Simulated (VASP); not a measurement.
# SnSe (I4/mcm) in VASP: single point with PBE

Aim: the single point of SnSe with PBE.

Program: VASP 6.6.1. These are calculated values, not measurements. Logs are shortened: lines on timing, memory, paths and dates and some standing lists are left out, and cuts for length are marked.

### 1 The cell of the first run

It takes space group I4/mcm (No. 140, tetragonal). Conventional cell: a = 10.891 Å, b = 10.891 Å, c = 6.124 Å, α = 90.00°, β = 90.00°, γ = 90.00°. Sn (site symmetry m2m) has 5 Se at 2.77 to 3.78 Å and 1 Sn at 3.81 Å within 3.9 Å. Se (site symmetry m2m) has 5 Sn at 2.77 to 3.78 Å within 3.8 Å.

### 2 Single point, PBE

The input, INCAR:

```
SYSTEM = SnSe
PREC = Accurate
ENCUT = 500
EDIFF = 1E-6
ISMEAR = 0
SIGMA = 0.01
LREAL = .False.
LASPH = .True.
NELM = 120
ALGO = Normal
ISIF = 2
LWAVE = .False.
LCHARG = .True.
GGA = PE
LELF = .True.
LVHAR = .True.
NBANDS = 50
GGA_COMPAT = .False.
```

The input, KPOINTS:

```
regular mesh
0
Gamma
  6 6 6
  0 0 0
```

The input, POSCAR:

```
SnSe
1.0
   -5.4457355518      5.4457355518      3.0618548534
    5.4457355518     -5.4457355518      3.0618548534
    5.4457355518      5.4457355518     -3.0618548534
Sn Se
4 4
Direct
    0.3761969936      0.8761969936      0.2523939872
    0.6238030064      0.1238030064      0.7476060128
    0.8761969936      0.6238030064      0.5000000000
    0.1238030064      0.3761969936      0.5000000000
    0.3691798961      0.1308201039      0.5000000000
    0.6308201039      0.8691798961      0.5000000000
    0.8691798961      0.3691798961      0.2383597921
    0.1308201039      0.6308201039      0.7616402079
```

Potentials or basis: VASP PAW PBE potentials, release 64 (Sn_d, Se).

The run is started by

```bash
cat potpaw_PBE.64/Sn_d/POTCAR potpaw_PBE.64/Se/POTCAR > POTCAR
mpirun -np 1 vasp_std > vasp.out
```

OUTCAR:

```text
SYSTEM = SnSe
   PREC = Accurate
   ENCUT = 500
   EDIFF = 1E-6
   ISMEAR = 0
   LREAL = .False.
   LASPH = .True.
   NELM = 120
   ISIF = 2
   GGA = PE

 ion  position               nearest neighbor table
   1  0.376  0.876  0.252-   5 2.77   6 2.77   7 3.06   7 3.06
   2  0.624  0.124  0.748-   5 2.77   6 2.77   8 3.06   8 3.06
   3  0.876  0.624  0.500-   7 2.77   8 2.77   5 3.06   5 3.06
   4  0.124  0.376  0.500-   7 2.77   8 2.77   6 3.06   6 3.06
   5  0.369  0.131  0.500-   1 2.77   2 2.77   3 3.06   3 3.06
   6  0.631  0.869  0.500-   1 2.77   2 2.77   4 3.06   4 3.06
   7  0.869  0.369  0.238-   3 2.77   4 2.77   1 3.06   1 3.06
   8  0.131  0.631  0.762-   3 2.77   4 2.77   2 3.06   2 3.06

  LATTYP: Found a body centered tetragonal cell.
 ALAT       =    10.8914711036
 C/A-ratio  =     0.5622481709

  Lattice vectors:

 A1 = (  -5.4457355518,   5.4457355518,   3.0618548534)
 A2 = (   5.4457355518,  -5.4457355518,   3.0618548534)
 A3 = (   5.4457355518,   5.4457355518,  -3.0618548534)

Analysis of symmetry for initial positions (statically):
=====================================================================
 Subroutine PRICEL returns:
 Original cell was already a primitive cell.

 Routine SETGRP: Setting up the symmetry group for a
 body centered tetragonal supercell.

 Subroutine GETGRP returns: Found 16 space group operations
 (whereof  8 operations were pure point group operations)
 out of a pool of 16 trial point group operations.

The static configuration has the point symmetry C_4h.
 The point group associated with its full space group is D_4h.

Analysis of symmetry for dynamics (positions and initial velocities):
=====================================================================
 Subroutine PRICEL returns:
 Original cell was already a primitive cell.

 Routine SETGRP: Setting up the symmetry group for a
 body centered tetragonal supercell.

 Subroutine GETGRP returns: Found 16 space group operations
 (whereof  8 operations were pure point group operations)
 out of a pool of 16 trial point group operations.

The dynamic configuration has the point symmetry C_4h.
 The point group associated with its full space group is D_4h.

 Subroutine INISYM returns: Found 16 space group operations
 (whereof  8 operations are pure point group operations),
 and found     1 'primitive' translations

----------------------------------------------------------------------------------------

[... 110 lines left out ...]
   ISIF   =      2    stress and relaxation
   ISYM   =      2    0-nonsym 1-usesym 2-fastsym
   POTIM  = 0.5000    time-step for ionic-motion
   TEBEG  =    0.0;   TEEND  =   0.0 temperature during run
   PSTRESS=    0.0 pullay stress
   NELECT =      80.0000    total number of electrons
   NUPDOWN=      -1.0000    fix difference up-down
   EMIN   =  10.00;   EMAX   =-10.00  energy-range for DOS
   EFERMI =   0.00;   METHOD = LEGACY
   ISMEAR =     0;   SIGMA  =   0.01  broadening in eV -4-tet -1-fermi 0-gaus
   EFERMI_NEDOS =   21; number of points for ismear=-14 and -15
   IALGO  =     38    algorithm
   IMIX   =      4    mixing-type and parameters
     AMIX     =   0.40;   BMIX     =  1.00
     AMIX_MAG =   1.60;   BMIX_MAG =  1.00
  volume/ion in A,a.u.               =      45.40       306.38
  Fermi-wavevector in a.u.,A,eV,Ry     =   0.988672  1.868319 13.299320  0.977472
  Thomas-Fermi vector in A             =   2.120216
   LORBIT       =      0    0 simple, 1 ext, 2 COOP (PROOUT), +10 PAW based schemes
   GGA     = PE    functional components
   LHFCALC =     F    Hartree Fock is set to
   AEXX    =    0.0000 exact exchange contribution
   IVDW    =     0    specifies the selected vdW correction
   LEPSILON=     F    determine dielectric tensor
   LRPA    =     F    only Hartree local field effects (RPA)
 non-spin polarized calculation
 Gauss-broadening in eV      SIGMA  =   0.01
  energy-cutoff  :      500.00
  volume of cell :      363.21
 maximum number of plane-waves:      9256
   NGX = 31   NGY = 31   NGZ = 31

 number of electron      80.0000000 magnetization

 Free energy of the ion-electron system (eV)
  ---------------------------------------------------
  ext. energy  EPLUGINS =         0.00000000
  ---------------------------------------------------
  free energy    TOTEN  =       -32.19541671 eV

  energy without entropy =      -32.19541671  energy(sigma->0) =      -32.19541671

 E-fermi :   1.4494     XC(G=0):  -6.7512

 val. band max:        1.3738403686   @ k =   0.3333   0.1667   0.1667
 cond. band min:       2.5403428963   @ k =   0.3333   0.1667   0.1667
 fundamental gap:      1.1665025277
 Fermi energy:         1.4493930991

 k-point     1 :       0.0000    0.0000    0.0000
  band No.  band energies     occupation
      1     -19.9279      2.00000
      2     -19.9232      2.00000
      3     -19.9232      2.00000
      4     -19.9149      2.00000
      5     -19.9095      2.00000
      6     -19.9073      2.00000
[... 1261 lines left out ...]
     49       4.2619      0.00000
     50       4.4849      0.00000

 [... further k-points ...]

------------------------ aborting loop because EDIFF is reached ----------------------------------------

  FORCE on cell =-STRESS in cart. coord.  units (eV):
  Direction    XX          YY          ZZ          XY          YZ          ZX
  --------------------------------------------------------------------------------------
  -------------------------------------------------------------------------------------
  Total        0.0642650      0.0642650      0.0050553      0.0000000      0.0000000     -0.0000000
  in kB        0.2834834      0.2834834      0.0222998      0.0000000      0.0000000     -0.0000000
  external PRESSURE =       0.1964222 kB  Pullay stress =       0.0000000 kB

 VOLUME and BASIS-vectors are now :
 -----------------------------------------------------------------------------
  energy-cutoff  :      500.00
  volume of cell :      363.21
      direct lattice vectors                 reciprocal lattice vectors
    -5.445735552  5.445735552  3.061854853     0.000000000  0.091814961  0.163299707
     5.445735552 -5.445735552  3.061854853     0.091814961  0.000000000  0.163299707
     5.445735552  5.445735552 -3.061854853     0.091814961  0.091814961  0.000000000

 POSITION                                       TOTAL-FORCE (eV/Angst)
 -----------------------------------------------------------------------------------
      4.09734     -1.34840      3.06185        -0.011704     -0.011704      0.000000
      1.34840      6.79413      0.00000         0.011704      0.011704     -0.000000
      1.34840      4.09734      3.06185         0.011704     -0.011704     -0.000000
      4.09734      1.34840      0.00000        -0.011704      0.011704     -0.000000
      1.42482      4.02091      0.00000         0.011161     -0.011161     -0.000000
      4.02091      1.42482      3.06185        -0.011161      0.011161     -0.000000
     -1.42482      4.02091      3.06185        -0.011161     -0.011161     -0.000000
      6.87056      1.42482     -0.00000         0.011161      0.011161      0.000000
 -----------------------------------------------------------------------------------
    total drift:                                0.000000      0.000000      0.000000

  FREE ENERGIE OF THE ION-ELECTRON SYSTEM (eV)
  ---------------------------------------------------
  free  energy   TOTEN  =       -32.1954167126 eV

  energy  without entropy=      -32.1954167126  energy(sigma->0) =      -32.19541671
```

OSZICAR:

```text
N       E                     dE             d eps       ncg     rms          rms(c)
DAV:   1     0.774219477638E+03    0.77422E+03   -0.35413E+04  3112   0.165E+03
DAV:   2     0.955088188737E+02   -0.67871E+03   -0.65728E+03  3128   0.427E+02
DAV:   3    -0.244747395456E+02   -0.11998E+03   -0.11438E+03  3624   0.180E+02
DAV:   4    -0.330234014619E+02   -0.85487E+01   -0.84191E+01  3474   0.479E+01
DAV:   5    -0.333392710017E+02   -0.31587E+00   -0.31487E+00  3900   0.932E+00    0.643E+00
DAV:   6    -0.322459046778E+02    0.10934E+01   -0.20248E+00  4038   0.606E+00    0.407E+00
DAV:   7    -0.322065295370E+02    0.39375E-01   -0.72305E-01  4026   0.247E+00    0.175E+00
DAV:   8    -0.321951724261E+02    0.11357E-01   -0.63321E-02  3902   0.155E+00    0.428E-01
DAV:   9    -0.321913559563E+02    0.38165E-02   -0.16088E-02  3946   0.650E-01    0.211E-01
DAV:  10    -0.321939340336E+02   -0.25781E-02   -0.27917E-03  3334   0.237E-01    0.656E-02
DAV:  11    -0.321949872021E+02   -0.10532E-02   -0.14341E-03  3414   0.133E-01    0.490E-02
DAV:  12    -0.321954582757E+02   -0.47107E-03   -0.23141E-04  3566   0.625E-02    0.240E-02
DAV:  13    -0.321954349688E+02    0.23307E-04   -0.53218E-05  3104   0.285E-02    0.825E-03
DAV:  14    -0.321954178792E+02    0.17090E-04   -0.10280E-05  2916   0.178E-02    0.345E-03
DAV:  15    -0.321954168227E+02    0.10565E-05   -0.58524E-07  2390   0.382E-03    0.133E-03
DAV:  16    -0.321954167126E+02    0.11011E-06   -0.24408E-07  2168   0.223E-03
   1 F= -.32195417E+02 E0= -.32195417E+02  d E =-.677048E-28
```

stdout:

```text
POSCAR found type information on POSCAR SnSe
 POSCAR found :  2 types and       8 ions
 scaLAPACK will be used
 LDA part: xc-table for (Slater+PW92), standard interpolation
 POSCAR, INCAR and KPOINTS ok, starting setup
 FFT: planning ... GRIDC
 FFT: planning ... GRID_SOFT
 FFT: planning ... GRID
 WAVECAR not read
 entering main loop
```

It took 19 min on 1 thread of Intel Xeon 8259CL, shared host; peak memory 0.76 GiB.

What came out:

```yaml
Free_energy: -32.1954 eV
Pressure: 0.0 GPa
Largest_force: 0.017 eV/Å
Band_gap_on_the_k_mesh: 1.17 eV
```

Forces on the atoms (eV/Å):
```
Sn  -0.012 -0.012  0.000
Sn   0.012  0.012  0.000
Sn   0.012 -0.012  0.000
Sn  -0.012  0.012  0.000
Se   0.011 -0.011  0.000
Se  -0.011  0.011  0.000
Se  -0.011 -0.011  0.000
Se   0.011  0.011  0.000
```

Caveat: spin-orbit coupling is left out, which moves the levels of the heavy elements. A k mesh can miss the band edges.
